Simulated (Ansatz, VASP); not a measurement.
One calculation of Cr, two programs

```
CELL_PARAMETERS angstrom
-1.48445 1.48445 1.48445
1.48445 -1.48445 1.48445
1.48445 1.48445 -1.48445
ATOMIC_POSITIONS crystal
Cr 0.00000 0.00000 0.00000
```

Alike in both runs: task single point; functional PBE; k mesh 10 × 10 × 10; occupations fermi-dirac, width 0.05 eV; collinear spin; fixed moment 3.8 μB.

```csv
,VASP,Ansatz
version,VASP 6.6.1,Ansatz 0.2.0
potentials or method,"VASP PAW PBE potentials, release 64 (Cr_sv)",Ansatz PAW
plane-wave cutoff (eV),600,420
valence electrons in the cell,14,14
```

VASP gave:

| Item | Value |
| --- | --- |
| net moment per atom (μB) | 3.80 |
| size of the moment on the site where the two differ most (μB) | 3.07 |

Problem. Which values does Ansatz return?

Solution. net moment per atom (μB): 3.80; size of the moment on the site where the two differ most (μB): 3.30.

Site moments also hang on the region over which each program counts them. With one functional, cell and mesh, what is left measures potentials, basis and numerics.
